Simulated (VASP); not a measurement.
CaO, 2 atoms in the cell. It takes space group Immm (No. 71, orthorhombic). Conventional cell: a = 3.455 Å, b = 3.472 Å, c = 4.898 Å, α = 90.00°, β = 90.00°, γ = 90.00°. Ca (site symmetry mmm) has 6 O at 2.45 Å within 3.2 Å. Within 3.2 Å of O (site symmetry mmm) lie 6 Ca at 2.45 Å.  This cell differs from its parent crystal: strain +0.0050 x Voigt [0, 0, 0, 0, 0, 1].

* Program: VASP 6.6.1
* Task: single point
* Functional: PBE
* Potentials or basis: VASP PAW PBE potentials, release 64 (Ca_sv, O)
* Cutoff: 520 eV
* k mesh: 8 × 8 × 8
* Occupations: gaussian, width 0.05 eV
* Spin: no spin polarisation
* Dipole correction: no
* Further INCAR settings: ALGO = Normal; EDIFF = 1e-06; NBANDS = 15

Potentials or basis: VASP PAW PBE potentials, release 64 (Ca_sv, O).

Launch:

```console
$ cat potpaw_PBE.64/Ca_sv/POTCAR potpaw_PBE.64/O/POTCAR > POTCAR
$ mpirun -np 1 vasp_std > vasp.out
```

Hardware: 1 thread of Intel(R) Xeon(R) Platinum 8488C (Sapphire Rapids) (shared host).

Task: How long does it take, and how much memory?

Result: Run time: 38 s on 1 thread of Intel(R) Xeon(R) Platinum 8488C (Sapphire Rapids) (shared host), peak memory 0.18 GiB. Counts: scf iterations 12, k points 95.
